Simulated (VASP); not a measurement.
WS2: single point with PBEsol

The system is WS2, a slab with vacuum.

```
W S
1.0
     2.98849    0.00000    0.00000
    -1.49424    2.58811    0.00000
     0.00000    0.00000   17.37726
W S
1 2
Direct
  0.33333 0.66667 0.00000
  0.66667 0.33333 0.90758
  0.66667 0.33333 0.09242
```

This cell differs from its parent crystal: strain -0.050 along x and y, +0.025 along z.

| Property | Result |
| --- | --- |
| Program | VASP 6.6.1 |
| Task | single point |
| Functional | PBEsol |
| Potentials or basis | VASP PAW PBE potentials, release 64 (W_sv, S) |
| Cutoff | 520 eV |
| k mesh | 12 × 12 × 2 |
| Occupations | gaussian, width 0.05 eV |
| Spin | no spin polarisation |
| Dipole correction | no |
| Further INCAR settings | ALGO = Normal; EDIFF = 1e-06; NBANDS = 20 |

The largest force is 0.498 eV/Å and the band gap on the k mesh is 1.77 eV, indirect (least direct gap 2.67 eV).

Forces on the atoms (eV/Å):
```
W    0.000  0.000  0.000
S    0.000  0.000 -0.498
S    0.000  0.000  0.498
```

Levels at points of the mesh, in eV from the valence-band top:
```csv
k point,band 9,band 10,band 11,band 12,band 13,band 14,band 15,band 16,band 17,band 18
"(0.00, 0.00, 0.00)",-2.57,-2.57,-1.10,-1.10,-0.80,3.48,3.48,3.52,3.52,5.10
"(0.50, 0.00, 0.00)",-4.88,-3.33,-2.64,-1.09,-0.74,3.61,3.88,4.13,5.18,6.08
"(0.00, 0.00, 0.50)",-2.57,-2.57,-1.10,-1.10,-0.80,3.48,3.48,3.52,3.52,5.13
"(0.50, 0.00, 0.50)",-4.88,-3.33,-2.64,-1.09,-0.74,3.61,3.88,4.13,5.18,6.08
```

It took 60 s on 1 thread of Intel(R) Xeon(R) 6975P-C (Granite Rapids), with other jobs on the host, peak memory 0.31 GiB.

Caveat: the cell differs from its parent crystal (strain -0.050 along x and y, +0.025 along z); the PAW data sets were made with another functional, which shifts forces and pressure a little; spin-orbit coupling is left out, which moves the levels of the heavy elements.
